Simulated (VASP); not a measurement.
Runs of VASP 6.6.1 on CdH. The structure is that of space group Fm-3m (No. 225), or close to it. The cells are those of the table. 

```tsv
task	cell	k mesh	cutoff (eV)	gap on the mesh (eV)	pressure (GPa)
relaxation of cell and atoms	relaxed from a = 3.422 Å, angles 60.0°, 2 atoms	12 × 12 × 12	600	none	-0.1
single point	a = 3.422 Å, angles 60.0°, 2 atoms	8 × 8 × 8	520	none	0.3
relaxation of cell and atoms	relaxed from a = 3.182 Å, angles 60.0°, 2 atoms	8 × 8 × 8	600	none	0.0
single point	a = 3.415 Å, angles 60.0°, 2 atoms	12 × 12 × 12	520	none	(a)
```

Alike in all rows: level PBE; potentials or basis VASP PAW PBE potentials, release 64 (Cd, H); no spin polarisation; smearing gaussian 0.1 eV.

Problem. Fill in the values left out.

Solution. (a) 0.2.

Caveats: the relaxation stopped at its first step, so nothing moved (some runs).

A k mesh can miss the band edges, and the runs leave out spin-orbit coupling on Cd.

A gap of «none» marks levels without a gap at the run's occupations.
